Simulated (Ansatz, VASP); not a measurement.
# WS2 in VASP and in Ansatz

```
W S
1.0
     1.62637    0.93899    6.16333
    -1.62637    0.93899    6.16333
     0.00000   -1.87797    6.16333
W S
1 2
Direct
  0.00000 0.00000 0.00000
  0.75030 0.75030 0.75030
  0.58100 0.58100 0.58100
```

Change from the starting cell: strain +0.030 along x and y, +0.000 along z, atoms carried along.

Alike in both runs: task single point; functional PBEsol; k mesh 12 × 12 × 12; occupations gaussian, width 0.05 eV; no spin polarisation.

|  | VASP | Ansatz |
| --- | --- | --- |
| version | VASP 6.6.1 | Ansatz 0.2.0 |
| potentials or method | VASP PAW PBE potentials, release 64 (W_sv, S), cutoff 520 eV | scalar-relativistic, plane waves, PAW |
| valence electrons in the cell | 26 | 26 |

|  | VASP | Ansatz | Ansatz less VASP |
| --- | --- | --- | --- |
| gap on the k mesh at the Fermi level (eV) | 0.81 | 0.80 | -0.018 |
| least direct gap on the mesh (eV) | 1.58 | 1.58 | -0.003 |
| pressure (GPa) | -8.9 | -9.0 | -0.08 |
| traceless stress, the component that is largest in VASP (GPa) | 3.40 | 3.37 | -0.029 |
| rms of the force components (eV/Å) | 0.377 | 0.383 | +0.0064 |

VASP's potentials were made for PBE, not for PBEsol. Atom by atom the forces differ by 0.008 eV/Å (rms over components).

Spin-orbit coupling is off throughout.
